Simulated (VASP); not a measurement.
A run of VASP 6.6.1:

File INCAR:

```
ALGO = Normal
DIPOL = 0.5 0.5 0.311
EDIFF = 1E-7
ENCUT = 520
GGA = PE
IDIPOL = 3
ISIF = 2
ISMEAR = 0
LASPH = True
LCHARG = False
LDIPOL = True
LREAL = False
LWAVE = False
NBANDS = 47
NELM = 100
PREC = Accurate
SIGMA = 0.1
```

Contents of KPOINTS:

```
k-points
0
Gamma
  6 6 1
```

Contents of POSCAR:

```
Ti3H
1.0
    4.6037402164      0.0000000000      0.0000000000
   -2.3018701082      3.9869559799      0.0000000000
    0.0000000000      0.0000000000     22.4968206792
Ti H
6 2
Direct
    0.6666666667      0.3333333333      0.1778029019
    0.3333333333      0.6666666667      0.2195747837
    0.0000000000      0.0000000000      0.2613466656
    0.6666666667      0.3333333333      0.2980472718
    0.3333333333      0.6666666667      0.3304570052
    0.0000000000      0.0000000000      0.3776898434
    0.4001898503      1.0000000000      0.4119169020
    0.5998101497      1.0000000000      0.4119169020
```

Potentials or basis: VASP PAW PBE potentials, release 64 (Ti_sv, H).

The run is started by

```bash
$ cat potpaw_PBE.64/Ti_sv/POTCAR potpaw_PBE.64/H/POTCAR > POTCAR
$ mpirun -np 1 vasp_std > vasp.out
```

Hardware: 1 thread of Intel(R) Xeon(R) 6975P-C (Granite Rapids) (shared host).

Question: Estimate the wall time of this run.

Answer: Wall time 5.4 min on 1 thread of Intel(R) Xeon(R) 6975P-C (Granite Rapids), with other jobs on the host, peak memory 0.56 GiB. Counts: scf iterations 36, k points 13.
